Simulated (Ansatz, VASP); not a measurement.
## ZnH2 in VASP and in Ansatz

File INCAR:

```
SYSTEM = ZnH2
PREC = Accurate ; ENCUT = 520
EDIFF = 1E-6 ; ISMEAR = 0
SIGMA = 0.1 ; LREAL = .FALSE.
LASPH = .TRUE. ; NELM = 100
ALGO = Normal ; ISIF = 2
LWAVE = .FALSE. ; LCHARG = .FALSE.
GGA = PE ; NBANDS = 14
```

File KPOINTS:

```
Automatic mesh
0
G
  6 6 6
  0 0 0
```

The input POSCAR:

```
ZnH2
1.0
    2.8749536780      0.0000000000      0.0000000000
    0.0000000000      2.8749536780      0.0000000000
    0.0000000000      0.0000000000      3.6148001656
Zn H
1 2
Direct
    0.0000000000      0.0000000000      0.5000000000
    0.0000000000      0.5000000000      0.7509055336
    0.5000000000      0.0000000000      0.2490944664
```

Input for Ansatz:

```yaml
crystal:
  lattice:
    - [2.874953678, 0.0, 0.0]
    - [0.0, 2.874953678, 0.0]
    - [0.0, 0.0, 3.6148001656]
  atoms:
    - { symbol: Zn, position: [0.0, 0.0, 0.5] }
    - { symbol: H, position: [0.0, 0.5, 0.7509055336] }
    - { symbol: H, position: [0.5, 0.0, 0.2490944664] }
basis:
  ecutwfc: 420
kpoints:
  mp_grid: { grid: [6, 6, 6] }
hamiltonian:
  xc: pbe
scf:
  occupations: { method: gaussian, width: 0.1 }
  lower_state_search: "off"
output:
  forces: true
  stress: true
  eigenvalues: true
```

Change from the starting cell: the structure that the rattled cell fell into.

Alike in both runs: task single point; functional PBE; k mesh 6 × 6 × 6; occupations gaussian, width 0.1 eV; no spin polarisation.

```csv
,VASP,Ansatz
version,VASP 6.6.1,Ansatz 0.2.0
potentials or method,"VASP PAW PBE potentials, release 64 (Zn, H), cutoff 520 eV","scalar-relativistic, plane waves, PAW"
valence electrons in the cell,14,14
```

VASP gave:

* gap on the k mesh at the Fermi level (eV): 1.20
* least direct gap on the mesh (eV): 3.70
* pressure (GPa): 1.4
* traceless stress, the component that is largest in VASP (GPa): 1.97
* rms of the force components (eV/Å): 0.002

Estimate Ansatz's values.

gap on the k mesh at the Fermi level (eV): 1.20; least direct gap on the mesh (eV): 3.69; pressure (GPa): 1.3; traceless stress, the component that is largest in VASP (GPa): 2.02; rms of the force components (eV/Å): 0.008.

Atom by atom the forces differ by 0.010 eV/Å (rms over components).
